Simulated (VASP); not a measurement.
Wanted: the native input for a VASP 6.6.1 run.

```yaml
Task: single point
Functional: PBE
Potentials_or_basis: VASP PAW PBE potentials, release 64 (Mg, Hf_pv, O)
Cutoff: 520 eV
k_mesh: 6 × 6 × 4
Occupations: gaussian, width 0.1 eV
Spin: no spin polarisation
Dipole_correction: no
Further_INCAR_settings: ALGO = Normal; EDIFF = 1e-06; NBANDS = 16
```

The structure of HfMgO lies in POSCAR:

```
HfMgO
1.0
    3.3595753400      0.0000000000      0.0000000000
    0.0000000000      3.3595753400      0.0000000000
    0.0000000000      0.0000000000      4.7504895000
Mg Hf O
1 1 1
Direct
    0.0000000000      0.0000000000      0.2018545800
    0.5000000000      0.5000000000      0.4549575600
    0.0000000000      0.0000000000      0.7974555900
```

The input as run:

INCAR

```
PREC = Accurate
ENCUT = 520
EDIFF = 1E-6
ISMEAR = 0
SIGMA = 0.1
LREAL = False
LASPH = True
NELM = 100
ALGO = Normal
ISIF = 2
LWAVE = False
LCHARG = False
GGA = PE
NBANDS = 16
```

KPOINTS

```
Automatic mesh
0
Gamma
  6 6 4
```

Potentials or basis: VASP PAW PBE potentials, release 64 (Mg, Hf_pv, O).

Command:

```console
$ cat potpaw_PBE.64/Mg/POTCAR potpaw_PBE.64/Hf_pv/POTCAR potpaw_PBE.64/O/POTCAR > POTCAR
$ mpirun -np 1 vasp_std > vasp.out
```

Results of the run:

```json
{"Pressure": "3.4 GPa", "Largest force": "6.645 eV/Å", "Band gap on the k mesh": "zero (band 9 reaches 3.11 eV, above the bottom of band 10 at 2.60 eV)"}
```

Caveat: spin-orbit coupling is left out, which moves the levels of the heavy elements; forces of over 1 eV/Å act on the atoms, so gaps and moduli don't describe the material at rest.

It took 12 s on 1 thread of Intel(R) Xeon(R) 6975P-C (Granite Rapids), with other jobs on the host, peak memory 0.18 GiB.
